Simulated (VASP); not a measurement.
# SnS2 (P-3m1) in VASP: further runs

The runs below take SnS2 through single point, with PBE.

Program: VASP 6.6.1. These are calculated values, not measurements. Logs are shortened: lines on timing, memory, paths and dates and some standing lists are left out, and cuts for length are marked.

### 1 The cell of the first run

It takes space group P-3m1 (No. 164, trigonal). The conventional cell has a = 3.703 Å, b = 3.703 Å, c = 6.828 Å, α = 90.00°, β = 90.00°, γ = 120.00°. Sn (site symmetry -3m) has 6 S at 2.60 Å within 3.4 Å. Within 3.4 Å of S (site symmetry 3m) lie 3 Sn at 2.60 Å.

### 2 Single point, PBE

File INCAR:

```
SYSTEM = SnS2
PREC     = Accurate       ! precision mode
ENCUT    = 500            ! plane-wave cutoff, eV
EDIFF    = 1E-6           ! SCF threshold, eV
ISMEAR   = 0              ! smearing method
SIGMA    = 0.02           ! smearing width, eV
LREAL    = .FALSE.        ! projectors in reciprocal space
LASPH    = .TRUE.         ! aspherical terms in the spheres
NELM     = 120            ! most SCF steps
ALGO     = Normal         ! electronic algorithm
ISIF     = 2              ! what is computed and relaxed
LWAVE    = .FALSE.        ! write WAVECAR
LCHARG   = .FALSE.        ! write CHGCAR
GGA      = PE             ! functional
NBANDS   = 20             ! bands
GGA_COMPAT= .FALSE.
```

File KPOINTS:

```
regular mesh
0
G
  9 9 4
  0 0 0
```

File POSCAR:

```
SnS2
1.0
    3.7032017195      0.0000000000      0.0000000000
   -1.8516008597      3.2070667644      0.0000000000
    0.0000000000      0.0000000000      6.8277755264
Sn S
1 2
Direct
    0.0000000000      0.0000000000      0.0000000000
    0.3333333333      0.6666666667      0.2164393782
    0.6666666667      0.3333333333      0.7835606218
```

Potentials or basis: VASP PAW PBE potentials, release 64 (Sn_d, S).

Run with:

```bash
> cat potpaw_PBE.64/Sn_d/POTCAR potpaw_PBE.64/S/POTCAR > POTCAR
> mpirun -np 1 vasp_std > vasp.out
```

OUTCAR:

```text
SYSTEM = SnS2
   PREC = Accurate
   ENCUT = 500
   EDIFF = 1E-6
   ISMEAR = 0
   LREAL = .FALSE.
   LASPH = .TRUE.
   NELM = 120
   ISIF = 2
   GGA = PE

 ion  position               nearest neighbor table
   1  0.000  0.000  0.000-   2 2.60   3 2.60   2 2.60   3 2.60   3 2.60   2 2.60
   2  0.333  0.667  0.216-   1 2.60   1 2.60   1 2.60
   3  0.667  0.333  0.784-   1 2.60   1 2.60   1 2.60

  LATTYP: Found a hexagonal cell.
 ALAT       =     3.7032017195
 C/A-ratio  =     1.8437492860

  Lattice vectors:

 A1 = (   3.7032017195,   0.0000000000,   0.0000000000)
 A2 = (  -1.8516008597,   3.2070667644,   0.0000000000)
 A3 = (   0.0000000000,   0.0000000000,   6.8277755264)

Analysis of symmetry for initial positions (statically):
=====================================================================
 Subroutine PRICEL returns:
 Original cell was already a primitive cell.

 Routine SETGRP: Setting up the symmetry group for a
 hexagonal supercell.

 Subroutine GETGRP returns: Found 12 space group operations
 (whereof 12 operations were pure point group operations)
 out of a pool of 24 trial point group operations.

The static configuration has the point symmetry D_3d.

Analysis of symmetry for dynamics (positions and initial velocities):
=====================================================================
 Subroutine PRICEL returns:
 Original cell was already a primitive cell.

 Routine SETGRP: Setting up the symmetry group for a
 hexagonal supercell.

 Subroutine GETGRP returns: Found 12 space group operations
 (whereof 12 operations were pure point group operations)
 out of a pool of 24 trial point group operations.

The dynamic configuration has the point symmetry D_3d.

 Subroutine INISYM returns: Found 12 space group operations
 (whereof 12 operations are pure point group operations),
 and found     1 'primitive' translations

----------------------------------------------------------------------------------------

                                     Primitive cell

  volume of cell :      81.0895

  direct lattice vectors                    reciprocal lattice vectors
     3.703201719  0.000000000  0.000000000     0.270036600  0.155905703  0.000000000
    -1.851600860  3.207066764  0.000000000     0.000000000  0.311811407  0.000000000
     0.000000000  0.000000000  6.827775526     0.000000000  0.000000000  0.146460585

  length of vectors
     3.703201719  3.703201719  6.827775526     0.311811407  0.311811407  0.146460585

  position of ions in fractional coordinates (direct lattice)
     0.000000000  0.000000000  0.000000000
     0.333333333  0.666666667  0.216439378
     0.666666667  0.333333333  0.783560622

  ion indices of the primitive-cell ions
   primitive index   ion index
                 1           1
                 2           2
                 3           3

----------------------------------------------------------------------------------------

 KPOINTS: regular mesh

Automatic generation of k-mesh.
 Grid dimensions read from file:
 generate k-points for:    9    9    4

 Generating k-lattice:

  Cartesian coordinates                     Fractional coordinates (reciprocal lattice)
     0.030004067  0.017322856  0.000000000     0.111111111 -0.000000000  0.000000000
     0.000000000  0.034645712  0.000000000     0.000000000  0.111111111  0.000000000
     0.000000000  0.000000000  0.036615146     0.000000000  0.000000000  0.250000000

  Length of vectors
     0.034645712  0.034645712  0.036615146

  Shift w.r.t. Gamma in fractional coordinates (k-lattice)
     0.000000000  0.000000000  0.000000000

 Subroutine IBZKPT returns following result:
 ===========================================

 Found     43 irreducible k-points:

 Following reciprocal coordinates:
            Coordinates               Weight
  0.000000  0.000000  0.000000      1.000000
  0.111111 -0.000000  0.000000      6.000000
  0.222222  0.000000  0.000000      6.000000
  0.333333  0.000000  0.000000      6.000000
  0.444444  0.000000  0.000000      6.000000
  0.111111  0.111111  0.000000      6.000000
[... 16 lines left out ...]
  0.222222  0.111111  0.250000     12.000000
 -0.111111  0.333333  0.250000     12.000000
 [... further k-points ...]
   k-points           NKPTS =     43   k-points in BZ     NKDIM =     43   number of bands    NBANDS=     20
   number of dos      NEDOS =    301   number of ions     NIONS =      3
   total plane-waves  NPLWV =  39200
   dimension x,y,z NGX =    28 NGY =   28 NGZ =   50
   dimension x,y,z NGXF=    56 NGYF=   56 NGZF=  100
   ions per type =               1   2
   NGX,Y,Z   is equivalent  to a cutoff of  12.57, 12.57, 12.17 a.u.
   NGXF,Y,Z  is equivalent  to a cutoff of  25.14, 25.14, 24.35 a.u.
 SYSTEM =  SnS2
   PREC   = accura    normal or accurate (medium, high low for compatibility)
   ISTART =      0    job   : 0-new  1-cont  2-samecut
   ICHARG =      2    charge: 1-file 2-atom 10-const
   ISPIN  =      1    spin polarized calculation?
   LNONCOLLINEAR =      F non collinear calculations
   LSORBIT =      F    spin-orbit coupling
   LASPH  =      T    aspherical Exc in radial PAW
   ENCUT  =  500.0 eV  36.75 Ry    6.06 a.u.   6.75  6.75 12.45*2*pi/ulx,y,z
   NELM   =    120;   NELMIN=  2; NELMDL= -5     # of ELM steps
   EDIFF  = 0.1E-05   stopping-criterion for ELM
   LREAL  =      F    real-space projection
   EDIFFG = 0.1E-04   stopping-criterion for IOM
   NSW    =      0    number of steps for IOM
   IBRION =     -1    ionic relax: 0-MD 1-quasi-New 2-CG
   NFREE  =      0    steps in history (QN), initial steepest desc. (CG)
   ISIF   =      2    stress and relaxation
   ISYM   =      2    0-nonsym 1-usesym 2-fastsym
   POTIM  = 0.5000    time-step for ionic-motion
   TEBEG  =    0.0;   TEEND  =   0.0 temperature during run
   PSTRESS=    0.0 pullay stress
   NELECT =      26.0000    total number of electrons
   NUPDOWN=      -1.0000    fix difference up-down
   EMIN   =  10.00;   EMAX   =-10.00  energy-range for DOS
   EFERMI =   0.00;   METHOD = LEGACY
   ISMEAR =     0;   SIGMA  =   0.02  broadening in eV -4-tet -1-fermi 0-gaus
   EFERMI_NEDOS =   21; number of points for ismear=-14 and -15
   IALGO  =     38    algorithm
   IMIX   =      4    mixing-type and parameters
     AMIX     =   0.40;   BMIX     =  1.00
     AMIX_MAG =   1.60;   BMIX_MAG =  1.00
  volume/ion in A,a.u.               =      27.03       182.41
  Fermi-wavevector in a.u.,A,eV,Ry     =   1.120498  2.117434 17.082329  1.255516
  Thomas-Fermi vector in A             =   2.257145
   LORBIT       =      0    0 simple, 1 ext, 2 COOP (PROOUT), +10 PAW based schemes
   GGA     = PE    functional components
   LHFCALC =     F    Hartree Fock is set to
   AEXX    =    0.0000 exact exchange contribution
   IVDW    =     0    specifies the selected vdW correction
   LEPSILON=     F    determine dielectric tensor
   LRPA    =     F    only Hartree local field effects (RPA)
 non-spin polarized calculation
 Gauss-broadening in eV      SIGMA  =   0.02
  energy-cutoff  :      500.00
  volume of cell :       81.09
 maximum number of plane-waves:      2072
 NGX is ok and might be reduce to    28
   NGX = 13   NGY = 13   NGZ = 25

 number of electron      25.9999997 magnetization

 Free energy of the ion-electron system (eV)
  ---------------------------------------------------
  ext. energy  EPLUGINS =         0.00000000
  ---------------------------------------------------
  free energy    TOTEN  =       -13.22292034 eV

  energy without entropy =      -13.22292034  energy(sigma->0) =      -13.22292034

 E-fermi :   2.8326     XC(G=0):  -8.5776

 val. band max:        2.6568332749   @ k =   0.1111  -0.0000   0.2500
 cond. band min:       4.2573772688   @ k =   0.4444   0.0000   0.5000
 fundamental gap:      1.6005439938
 Fermi energy:         2.8326044013

 k-point     1 :       0.0000    0.0000    0.0000
  band No.  band energies     occupation
      1     -18.0753      2.00000
      2     -18.0753      2.00000
      3     -18.0413      2.00000
      4     -18.0175      2.00000
      5     -18.0175      2.00000
      6     -10.5941      2.00000
[... 12 lines left out ...]
     19      12.1614      0.00000
     20      12.1614      0.00000

 k-point     2 :       0.1111   -0.0000    0.0000
  band No.  band energies     occupation
      1     -18.0819      2.00000
      2     -18.0692      2.00000
      3     -18.0366      2.00000
      4     -18.0215      2.00000
      5     -18.0169      2.00000
      6     -10.4640      2.00000
[... 12 lines left out ...]
     19      11.3108      0.00000
     20      12.3274      0.00000

 k-point     3 :       0.2222    0.0000    0.0000
  band No.  band energies     occupation
      1     -18.1009      2.00000
      2     -18.0566      2.00000
      3     -18.0341      2.00000
      4     -18.0197      2.00000
      5     -18.0123      2.00000
      6     -10.0880      2.00000
[... 12 lines left out ...]
     19      11.5674      0.00000
     20      11.9162      0.00000

 k-point     4 :       0.3333    0.0000    0.0000
  band No.  band energies     occupation
      1     -18.1245      2.00000
      2     -18.0496      2.00000
      3     -18.0430      2.00000
      4     -18.0038      2.00000
      5     -17.9997      2.00000
      6      -9.5254      2.00000
[... 12 lines left out ...]
     19      11.5556      0.00000
     20      12.3605      0.00000

 k-point     5 :       0.4444    0.0000    0.0000
  band No.  band energies     occupation
      1     -18.1403      2.00000
      2     -18.0487      2.00000
      3     -18.0485      2.00000
      4     -17.9931      2.00000
      5     -17.9879      2.00000
      6      -8.9580      2.00000
[... 12 lines left out ...]
     19      12.1136      0.00000
     20      12.7938      0.00000

 k-point     6 :       0.1111    0.1111    0.0000
  band No.  band energies     occupation
      1     -18.0923      2.00000
      2     -18.0630      2.00000
      3     -18.0285      2.00000
      4     -18.0273      2.00000
      5     -18.0132      2.00000
      6     -10.2105      2.00000
[... 12 lines left out ...]
     19      11.5317      0.00000
     20      11.5631      0.00000

 k-point     7 :       0.2222    0.1111    0.0000
  band No.  band energies     occupation
      1     -18.1103      2.00000
      2     -18.0572      2.00000
      3     -18.0354      2.00000
      4     -18.0182      2.00000
      5     -18.0005      2.00000
      6      -9.7364      2.00000
[... 12 lines left out ...]
     19      11.1498      0.00000
     20      11.9605      0.00000
[... 277 lines left out ...]
 k-point    20 :       0.4444    0.0000    0.2500
  band No.  band energies     occupation
      1     -18.1403      2.00000
      2     -18.0487      2.00000
      3     -18.0485      2.00000
      4     -17.9930      2.00000
      5     -17.9879      2.00000
      6      -8.9494      2.00000
[... 12 lines left out ...]
     19      12.6791      0.00000
     20      13.1294      0.00000

 k-point    21 :       0.0000    0.4444    0.2500
  band No.  band energies     occupation
      1     -18.1403      2.00000
      2     -18.0487      2.00000
      3     -18.0485      2.00000
      4     -17.9930      2.00000
      5     -17.9879      2.00000
      6      -8.9495      2.00000
[... 12 lines left out ...]
     19      11.9648      0.00000
     20      13.2966      0.00000

 k-point    22 :       0.1111    0.1111    0.2500
  band No.  band energies     occupation
      1     -18.0923      2.00000
      2     -18.0630      2.00000
      3     -18.0285      2.00000
      4     -18.0273      2.00000
      5     -18.0132      2.00000
      6     -10.1976      2.00000
[... 12 lines left out ...]
     19      11.4261      0.00000
     20      11.7041      0.00000

 k-point    23 :       0.2222    0.1111    0.2500
  band No.  band energies     occupation
      1     -18.1104      2.00000
      2     -18.0572      2.00000
      3     -18.0354      2.00000
      4     -18.0182      2.00000
      5     -18.0005      2.00000
      6      -9.7244      2.00000
[... 12 lines left out ...]
     19      11.5648      0.00000
     20      12.3182      0.00000

 k-point    24 :      -0.1111    0.3333    0.2500
  band No.  band energies     occupation
      1     -18.1104      2.00000
      2     -18.0572      2.00000
      3     -18.0355      2.00000
      4     -18.0182      2.00000
      5     -18.0005      2.00000
      6      -9.7243      2.00000
[... 12 lines left out ...]
     19      11.0973      0.00000
     20      11.7674      0.00000

 [... further k-points ...]
[... 5 lines left out ...]
  --------------------------------------------------------------------------------------
  -------------------------------------------------------------------------------------
  Total       -0.0628505     -0.0628505     -0.0237683     -0.0000000      0.0000000      0.0000000
  in kB       -1.2418092     -1.2418092     -0.4696179     -0.0000000      0.0000000      0.0000000
  external PRESSURE =      -0.9844121 kB  Pullay stress =       0.0000000 kB

 VOLUME and BASIS-vectors are now :
 -----------------------------------------------------------------------------
  energy-cutoff  :      500.00
  volume of cell :       81.09
      direct lattice vectors                 reciprocal lattice vectors
     3.703201719  0.000000000  0.000000000     0.270036600  0.155905703  0.000000000
    -1.851600860  3.207066764  0.000000000     0.000000000  0.311811407  0.000000000
     0.000000000  0.000000000  6.827775526     0.000000000  0.000000000  0.146460585

 POSITION                                       TOTAL-FORCE (eV/Angst)
 -----------------------------------------------------------------------------------
      0.00000      0.00000      0.00000         0.000000      0.000000      0.000000
     -0.00000      2.13804      1.47780        -0.000000      0.000000     -0.007173
      1.85160      1.06902      5.34998         0.000000     -0.000000      0.007173
 -----------------------------------------------------------------------------------
    total drift:                                0.000000      0.000000      0.000000

  FREE ENERGIE OF THE ION-ELECTRON SYSTEM (eV)
  ---------------------------------------------------
  free  energy   TOTEN  =       -13.2229203380 eV

  energy  without entropy=      -13.2229203380  energy(sigma->0) =      -13.22292034
```

It took 42 s on 1 thread of Intel Xeon 6975P-C (Granite Rapids), shared host; peak memory 0.22 GiB.

Results:

```
Free energy            : -13.2229 eV
Pressure               : -0.1 GPa
Largest force          : 0.007 eV/Å
Band gap on the k mesh : 1.60 eV, indirect (least direct gap 1.83 eV)
```

Forces on the atoms (eV/Å):
```
Sn   0.000  0.000  0.000
S    0.000  0.000 -0.007
S    0.000  0.000  0.007
```

Levels at points of the mesh, in eV from the valence-band top:
| k point | band 9 | band 10 | band 11 | band 12 | band 13 | band 14 | band 15 | band 16 | band 17 | band 18 |
| --- | --- | --- | --- | --- | --- | --- | --- | --- | --- | --- |
| (0.00, 0.00, 0.00) | -0.47 | -0.47 | -0.37 | -0.12 | -0.12 | 2.05 | 3.80 | 5.43 | 5.43 | 7.85 |
| (0.00, 0.00, 0.50) | -1.10 | -0.48 | -0.48 | -0.10 | -0.10 | 2.66 | 3.80 | 5.38 | 5.38 | 8.05 |

Caveat: spin-orbit coupling is left out, which moves the levels of the heavy elements; this functional lacks dispersion, which binds the layers, so the pressure and a relaxed spacing across them are unreliable. A k mesh can miss the band edges.

### 3 Single point, PBE

File INCAR:

```
PREC = Accurate ; ENCUT = 500
EDIFF = 1E-6 ; ISMEAR = 0
SIGMA = 0.01 ; LREAL = False
LASPH = True ; NELM = 120
ALGO = Normal ; ISIF = 2
LWAVE = False ; LCHARG = False
GGA = PE ; NBANDS = 20
GGA_COMPAT = False
```

File KPOINTS:

```
Automatic mesh
0
Gamma
  9 9 4
```

POSCAR is that of step 2.

Potentials or basis: VASP PAW PBE potentials, release 64 (Sn_d, S).

Run with:

```bash
> cat potpaw_PBE.64/Sn_d/POTCAR potpaw_PBE.64/S/POTCAR > POTCAR
> mpirun -np 1 vasp_std > vasp.out
```

It took 33 s on 1 thread of Intel Xeon 6975P-C (Granite Rapids), shared host; peak memory 0.22 GiB.

Results (log left out):

```
Free energy            : -13.2229 eV
Pressure               : -0.1 GPa
Largest force          : 0.007 eV/Å
Band gap on the k mesh : 1.60 eV, indirect (least direct gap 1.83 eV)
```

Forces on the atoms (eV/Å):
```
Sn   0.000  0.000  0.000
S    0.000  0.000 -0.007
S    0.000  0.000  0.007
```

Stress tensor (GPa, compression positive):
```
-0.12  0.00  0.00
 0.00 -0.12  0.00
 0.00  0.00 -0.05
```

Levels at points of the mesh, in eV from the valence-band top:
```csv
k point,band 10,band 11,band 12,band 13,band 14,band 15,band 16,band 17
"(0.00, 0.00, 0.00)",-0.47,-0.37,-0.12,-0.12,2.05,3.80,5.43,5.43
"(0.00, 0.00, 0.50)",-0.48,-0.48,-0.10,-0.10,2.66,3.80,5.38,5.38
```

Caveat: spin-orbit coupling is left out, which moves the levels of the heavy elements; this functional lacks dispersion, which binds the layers, so the pressure and a relaxed spacing across them are unreliable. A k mesh can miss the band edges.
